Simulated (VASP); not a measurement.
# Nb (C2/c) in VASP: further runs

Nb is run at these levels: LDA; tasks: single point.

Everything below comes from runs of VASP 6.6.1. Logs are shortened: lines on timing, memory, paths and dates and some standing lists are left out, and cuts for length are marked.

## Step 1: The cell of the first run

The typed cell holds 2 atoms: a = 3.105 Å, b = 3.105 Å, c = 5.225 Å, α = 96.96°, β = 96.96°, γ = 126.31°.

## Step 2: Single point, LDA (19.55 Å³/atom)

The input, INCAR:

```
  PREC = Accurate
  ENCUT = 520
  EDIFF = 1E-6
  ISMEAR = -1
  SIGMA = 0.1
  LREAL = False
  LASPH = True
  NELM = 80
  ALGO = Normal
  ISIF = 2
  LWAVE = False
  LCHARG = False
  GGA = CA
  NBANDS = 20
```

The input, KPOINTS:

```
Automatic mesh
0
Gamma
  15 15 8
```

The input, POSCAR:

```
Nb
1.0
   -1.9589641945      1.9590414750      1.4021648076
    1.9590414750     -1.9589641945      1.4021648076
    3.5594036034      3.5594036034     -1.4020232682
Nb
2
Direct
    0.0002466825      0.9997533175      0.0000000000
    0.7497533175      0.2502466825      0.5000000000
```

Potentials or basis: VASP PAW LDA potentials, release 64 (Nb_sv).

On the command line:

```sh
> cat potpaw_LDA.64/Nb_sv/POTCAR > POTCAR
> mpirun -np 1 vasp_std > vasp.out
```

OUTCAR:

```text
PREC = Accurate
   ENCUT = 520
   EDIFF = 1E-6
   ISMEAR = -1
   LREAL = False
   LASPH = True
   NELM = 80
   ISIF = 2
   GGA = CA

 ion  position               nearest neighbor table
   1  0.000  1.000  0.000-   2 2.96   2 2.96   2 2.96   2 2.96
   2  0.750  0.250  0.500-   1 2.96   1 2.96   1 2.96   1 2.96

  LATTYP: Found a base centered monoclinic cell.
 ALAT       =     2.8043296173
 B/A-ratio  =     1.9758364784
 C/A-ratio  =     1.8633184288
 COS(beta)  =    -0.2682738306

  Lattice vectors:

 A1 = (  -1.9589641945,   1.9590414750,   1.4021648076)
 A2 = (   1.9590414750,  -1.9589641945,   1.4021648076)
 A3 = (   3.5594036034,   3.5594036034,  -1.4020232682)

Analysis of symmetry for initial positions (statically):
=====================================================================
 Subroutine PRICEL returns:
 Original cell was already a primitive cell.

 Routine SETGRP: Setting up the symmetry group for a
 base centered monoclinic supercell.

 Subroutine GETGRP returns: Found  4 space group operations
 (whereof  2 operations were pure point group operations)
 out of a pool of  4 trial point group operations.

The static configuration has the point symmetry C_2 .
 The point group associated with its full space group is C_2h.

Analysis of symmetry for dynamics (positions and initial velocities):
=====================================================================
 Subroutine PRICEL returns:
 Original cell was already a primitive cell.

 Routine SETGRP: Setting up the symmetry group for a
 base centered monoclinic supercell.

 Subroutine GETGRP returns: Found  4 space group operations
 (whereof  2 operations were pure point group operations)
 out of a pool of  4 trial point group operations.

The dynamic configuration has the point symmetry C_2 .
 The point group associated with its full space group is C_2h.

 Subroutine INISYM returns: Found  4 space group operations
 (whereof  2 operations are pure point group operations),
 and found     1 'primitive' translations

----------------------------------------------------------------------------------------

                                     Primitive cell

  volume of cell :      39.1089

  direct lattice vectors                    reciprocal lattice vectors
    -1.958964195  1.959041475  1.402164808    -0.057387313  0.197844579  0.356587592
     1.959041475 -1.958964195  1.402164808     0.197844579 -0.057387313  0.356587592
     3.559403603  3.559403603 -1.402023268     0.140471446  0.140471446 -0.000007742

  length of vectors
     3.105068496  3.105068496  5.225359056     0.411813662  0.411813662  0.198656625

  position of ions in fractional coordinates (direct lattice)
     0.000246682  0.999753318  1.000000000
     0.749753318  0.250246682  0.500000000

  ion indices of the primitive-cell ions
   primitive index   ion index
                 1           1
                 2           2

----------------------------------------------------------------------------------------

 KPOINTS: Automatic mesh

Automatic generation of k-mesh.
 Grid dimensions read from file:
 generate k-points for:   15   15    8

 Generating k-lattice:

  Cartesian coordinates                     Fractional coordinates (reciprocal lattice)
    -0.003825821  0.013189639  0.023772506     0.066666667 -0.000000000  0.000000000
     0.013189639 -0.003825821  0.023772506    -0.000000000  0.066666667  0.000000000
     0.017558931  0.017558931 -0.000000968    -0.000000000 -0.000000000  0.125000000

  Length of vectors
     0.027454244  0.027454244  0.024832078

  Shift w.r.t. Gamma in fractional coordinates (k-lattice)
     0.000000000  0.000000000  0.000000000

 Subroutine IBZKPT returns following result:
 ===========================================

 Found    488 irreducible k-points:

 Following reciprocal coordinates:
            Coordinates               Weight
  0.000000  0.000000  0.000000      1.000000
  0.066667  0.000000 -0.000000      4.000000
  0.133333  0.000000  0.000000      4.000000
  0.200000  0.000000 -0.000000      4.000000
  0.266667  0.000000  0.000000      4.000000
  0.333333  0.000000 -0.000000      4.000000
[... 16 lines left out ...]
  0.133333  0.133333 -0.000000      2.000000
  0.200000  0.133333 -0.000000      4.000000
 [... further k-points ...]
   k-points           NKPTS =    488   k-points in BZ     NKDIM =    488   number of bands    NBANDS=     20
   number of dos      NEDOS =    301   number of ions     NIONS =      2
   total plane-waves  NPLWV =  23040
   dimension x,y,z NGX =    24 NGY =   24 NGZ =   40
   dimension x,y,z NGXF=    48 NGYF=   48 NGZF=   80
   ions per type =               2
   NGX,Y,Z   is equivalent  to a cutoff of  12.85, 12.85, 12.73 a.u.
   NGXF,Y,Z  is equivalent  to a cutoff of  25.70, 25.70, 25.45 a.u.
 SYSTEM =  unknown system
   PREC   = accura    normal or accurate (medium, high low for compatibility)
   ISTART =      0    job   : 0-new  1-cont  2-samecut
   ICHARG =      2    charge: 1-file 2-atom 10-const
   ISPIN  =      1    spin polarized calculation?
   LNONCOLLINEAR =      F non collinear calculations
   LSORBIT =      F    spin-orbit coupling
   LASPH  =      T    aspherical Exc in radial PAW
   ENCUT  =  520.0 eV  38.22 Ry    6.18 a.u.   5.77  5.77  9.72*2*pi/ulx,y,z
   NELM   =     80;   NELMIN=  2; NELMDL= -5     # of ELM steps
   EDIFF  = 0.1E-05   stopping-criterion for ELM
   LREAL  =      F    real-space projection
   EDIFFG = 0.1E-04   stopping-criterion for IOM
   NSW    =      0    number of steps for IOM
   IBRION =     -1    ionic relax: 0-MD 1-quasi-New 2-CG
   NFREE  =      0    steps in history (QN), initial steepest desc. (CG)
   ISIF   =      2    stress and relaxation
   ISYM   =      2    0-nonsym 1-usesym 2-fastsym
   POTIM  = 0.5000    time-step for ionic-motion
   TEBEG  =    0.0;   TEEND  =   0.0 temperature during run
   PSTRESS=    0.0 pullay stress
   NELECT =      26.0000    total number of electrons
   NUPDOWN=      -1.0000    fix difference up-down
   EMIN   =  10.00;   EMAX   =-10.00  energy-range for DOS
   EFERMI =   0.00;   METHOD = LEGACY
   ISMEAR =    -1;   SIGMA  =   0.10  broadening in eV -4-tet -1-fermi 0-gaus
   EFERMI_NEDOS =   21; number of points for ismear=-14 and -15
   IALGO  =     38    algorithm
   IMIX   =      4    mixing-type and parameters
     AMIX     =   0.40;   BMIX     =  1.00
     AMIX_MAG =   1.60;   BMIX_MAG =  1.00
  volume/ion in A,a.u.               =      19.55       131.96
  Fermi-wavevector in a.u.,A,eV,Ry     =   1.428808  2.700056 27.776196  2.041493
  Thomas-Fermi vector in A             =   2.548830
   LORBIT       =      0    0 simple, 1 ext, 2 COOP (PROOUT), +10 PAW based schemes
   GGA     = CA    functional components
   LHFCALC =     F    Hartree Fock is set to
   AEXX    =    0.0000 exact exchange contribution
   IVDW    =     0    specifies the selected vdW correction
   LEPSILON=     F    determine dielectric tensor
   LRPA    =     F    only Hartree local field effects (RPA)
 non-spin polarized calculation
  energy-cutoff  :      520.00
  volume of cell :       39.11
 maximum number of plane-waves:      1074
   NGX = 11   NGY = 11   NGZ = 19

 number of electron      26.0000001 magnetization

 Free energy of the ion-electron system (eV)
  ---------------------------------------------------
  ext. energy  EPLUGINS =         0.00000000
  ---------------------------------------------------
  free energy    TOTEN  =       -21.98139159 eV

  energy without entropy =      -21.90031642  energy(sigma->0) =      -21.94085400

 E-fermi :  10.0480     XC(G=0): -12.2870

 val. band max:       10.0461778898   @ k =   0.2000   0.0000   0.1250
 cond. band min:      10.0498462487   @ k =  -0.2667   0.1333  -0.0000
 fundamental gap:      0.0036683589
 Fermi energy:        10.0480464083

 k-point     1 :       0.0000    0.0000    0.0000
  band No.  band energies     occupation
      1     -44.3114      2.00000
      2     -44.1536      2.00000
      3     -21.0069      2.00000
      4     -20.1718      2.00000
      5     -19.9710      2.00000
      6     -19.9651      2.00000
[... 12 lines left out ...]
     19      13.4429      0.00000
     20      14.6310      0.00000

 k-point     2 :       0.0667    0.0000   -0.0000
  band No.  band energies     occupation
      1     -44.3026      2.00000
      2     -44.1479      2.00000
      3     -20.9900      2.00000
      4     -20.1816      2.00000
      5     -19.9842      2.00000
      6     -19.9661      2.00000
[... 12 lines left out ...]
     19      13.8723      0.00000
     20      14.7226      0.00000

 k-point     3 :       0.1333    0.0000    0.0000
  band No.  band energies     occupation
      1     -44.2776      2.00000
      2     -44.1318      2.00000
      3     -20.9420      2.00000
      4     -20.2118      2.00000
      5     -20.0419      2.00000
      6     -19.9736      2.00000
[... 12 lines left out ...]
     19      14.1699      0.00000
     20      15.3233      0.00000

 k-point     4 :       0.2000    0.0000   -0.0000
  band No.  band energies     occupation
      1     -44.2401      2.00000
      2     -44.1083      2.00000
      3     -20.8713      2.00000
      4     -20.2878      2.00000
      5     -20.2063      2.00000
      6     -20.1262      2.00000
[... 12 lines left out ...]
     19      14.0910      0.00000
     20      16.1288      0.00000

 k-point     5 :       0.2667    0.0000    0.0000
  band No.  band energies     occupation
      1     -44.1961      2.00000
      2     -44.0818      2.00000
      3     -20.7954      2.00000
      4     -20.4935      2.00000
      5     -20.3989      2.00000
      6     -20.2224      2.00000
[... 12 lines left out ...]
     19      13.9202      0.00000
     20      16.6315      0.00000
[... 353 lines left out ...]
      6     -19.9857      2.00000
[... 12 lines left out ...]
     19      13.7018      0.00000
     20      15.4553      0.00000

 k-point    22 :      -0.0667    0.0667    0.0000
  band No.  band energies     occupation
      1     -44.3063      2.00000
      2     -44.1518      2.00000
      3     -20.9927      2.00000
      4     -20.2001      2.00000
      5     -20.0043      2.00000
      6     -19.9751      2.00000
[... 12 lines left out ...]
     19      13.4530      0.00000
     20      14.9956      0.00000

 k-point    23 :       0.1333    0.1333   -0.0000
  band No.  band energies     occupation
      1     -44.2103      2.00000
      2     -44.0856      2.00000
      3     -20.8249      2.00000
      4     -20.4178      2.00000
      5     -20.3648      2.00000
      6     -20.2143      2.00000
[... 12 lines left out ...]
     19      14.2420      0.00000
     20      16.2053      0.00000

 k-point    24 :       0.2000    0.1333   -0.0000
  band No.  band energies     occupation
      1     -44.1688      2.00000
      2     -44.0607      2.00000
      3     -20.7594      2.00000
      4     -20.6459      2.00000
      5     -20.5614      2.00000
      6     -20.2494      2.00000
[... 12 lines left out ...]
     19      14.2746      0.00000
     20      16.5408      0.00000

 [... further k-points ...]

------------------------ aborting loop because EDIFF is reached ----------------------------------------

  FORCE on cell =-STRESS in cart. coord.  units (eV):
  Direction    XX          YY          ZZ          XY          YZ          ZX
  --------------------------------------------------------------------------------------
  -------------------------------------------------------------------------------------
  Total       -4.1488291     -4.1488291     -4.2198352      0.0853358      0.0011048      0.0011048
  in kB     -169.9652188   -169.9652188   -172.8741271      3.4959526      0.0452615      0.0452620
  external PRESSURE =    -170.9348549 kB  Pullay stress =       0.0000000 kB

 VOLUME and BASIS-vectors are now :
 -----------------------------------------------------------------------------
  energy-cutoff  :      520.00
  volume of cell :       39.11
      direct lattice vectors                 reciprocal lattice vectors
    -1.958964195  1.959041475  1.402164808    -0.057387313  0.197844579  0.356587592
     1.959041475 -1.958964195  1.402164808     0.197844579 -0.057387313  0.356587592
     3.559403603  3.559403603 -1.402023268     0.140471446  0.140471446 -0.000007742

 POSITION                                       TOTAL-FORCE (eV/Angst)
 -----------------------------------------------------------------------------------
      1.95807     -1.95800      1.40216         0.002925     -0.002925      0.000000
      0.80121      2.75828      0.70115        -0.002925      0.002925     -0.000000
 -----------------------------------------------------------------------------------
    total drift:                                0.000000     -0.000000     -0.000000

  FREE ENERGIE OF THE ION-ELECTRON SYSTEM (eV)
  ---------------------------------------------------
  free  energy   TOTEN  =       -21.9813915933 eV

  energy  without entropy=      -21.9003164151  energy(sigma->0) =      -21.94085400
```

Wall time 6.1 min (1 thread of Oxide Virtual Turin-like, shared host); peak memory 0.35 GiB.

What came out:

```yaml
Free_energy: -21.9814 eV
Pressure: -17.1 GPa
Largest_force: 0.004 eV/Å
Band_gap_on_the_k_mesh: zero (bands 13 and 14 overlap by 2.47 eV)
```

Forces in eV/Å, atoms in the order of the input:
```
Nb   0.003 -0.003  0.000
Nb  -0.003  0.003  0.000
```

Stress tensor (GPa, compression positive):
```
-17.00   0.35   0.00
  0.35 -17.00   0.00
  0.00   0.00 -17.29
```

Caveat: the cell stands under tension.

## Step 3: Single point, LDA

This run uses another cell than the first one, of 17.46 Å³/atom.

The input, INCAR:

```
SYSTEM = Nb
PREC = Accurate
ENCUT = 520
EDIFF = 1E-6
ISMEAR = -1
SIGMA = 0.1
LREAL = .False.
LASPH = .True.
NELM = 80
ALGO = Normal
ISIF = 2
LWAVE = .False.
LCHARG = .False.
NBANDS = 20
ISYM = 0
```

The input, KPOINTS:

```
Automatic mesh
0
Gamma
  13 13 9
  0 0 0
```

The input, POSCAR:

```
Nb
1.0
   -1.8863422433      1.8864166589      1.3501843046
    1.8864166589     -1.8863422433      1.3501843046
    3.4274507911      3.4274507911     -1.3500480123
Nb
2
Direct
    0.0002466825      0.9997533175      0.0000000000
    0.7497533175      0.2502466825      0.5000000000
```

Potentials or basis: VASP PAW LDA potentials, release 64 (Nb_sv).

On the command line:

```sh
> cat potpaw_LDA.64/Nb_sv/POTCAR > POTCAR
> mpirun -np 1 vasp_std > vasp.out
```

Run time: 8.7 min. Hardware: 1 thread of Oxide Virtual Turin-like, shared host; peak memory 0.45 GiB.

Results (log left out):

```
Free energy            : -22.2245 eV
Pressure               : -0.1 GPa
Band gap on the k mesh : zero (bands 13 and 14 overlap by 3.00 eV)
```

Levels at points of the mesh, in eV from the Fermi level:
| k point | band 10 | band 11 | band 12 | band 13 | band 14 | band 15 | band 16 | band 17 |
| --- | --- | --- | --- | --- | --- | --- | --- | --- |
| (0.00, 0.00, 0.00) | -3.92 | -1.04 | -0.95 | 0.79 | 0.94 | 1.53 | 1.99 | 2.09 |
